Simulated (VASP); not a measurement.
Wanted: the native input for a VASP 6.6.1 run.

```yaml
Task: single point
Functional: PBE
Potentials_or_basis: VASP PAW PBE potentials, release 64 (Re, Bi_d)
Cutoff: 520 eV
k_mesh: 10 × 10 × 6
Occupations: gaussian, width 0.05 eV
Spin: no spin polarisation
Dipole_correction: no
Further_INCAR_settings: ALGO = Fast; EDIFF = 1e-06; NBANDS = 30
```

The structure of ReBi lies in POSCAR:

```
ReBi
1.0
    4.4759619380      0.0000000000      0.0000000000
   -2.2379809690      3.8762967447      0.0000000000
    0.0000000000      0.0000000000      5.0379170763
Re Bi
2 2
Direct
    0.0000000000      0.0000000000      0.0000000000
    0.0000000000      0.0000000000      0.5000000000
    0.3333333333      0.6666666667      0.2500000000
    0.6666666667      0.3333333333      0.7500000000
```

The input as run:

INCAR

```
ALGO     = Fast           # electronic algorithm
EDIFF    = 1E-6           # SCF threshold, eV
ENCUT    = 520            # plane-wave cutoff, eV
GGA      = PE             # functional
ISIF     = 2              # what is computed and relaxed
ISMEAR   = 0              # smearing method
LASPH    = T              # aspherical terms in the spheres
LCHARG   = F              # write CHGCAR
LREAL    = F              # projectors in reciprocal space
LWAVE    = F              # write WAVECAR
NBANDS   = 30             # bands
NELM     = 100            # most SCF steps
PREC     = Accurate       # precision mode
SIGMA    = 0.05           # smearing width, eV
```

KPOINTS

```
k-points
0
Gamma
  10 10 6
```

Potentials or basis: VASP PAW PBE potentials, release 64 (Re, Bi_d).

Command:

```bash
$ cat potpaw_PBE.64/Re/POTCAR potpaw_PBE.64/Bi_d/POTCAR > POTCAR
$ mpirun -np 1 vasp_std > vasp.out
```

Results of the run:

* Pressure: 5.4 GPa
* Band gap on the k mesh: zero (bands 22 and 23 overlap by 1.30 eV)

Caveat: the cell stands under pressure; spin-orbit coupling is left out, which moves the levels of the heavy elements.

Run time: 2.2 min on 1 thread of Intel(R) Xeon(R) 6975P-C (Granite Rapids) (shared host), peak memory 0.3 GiB.
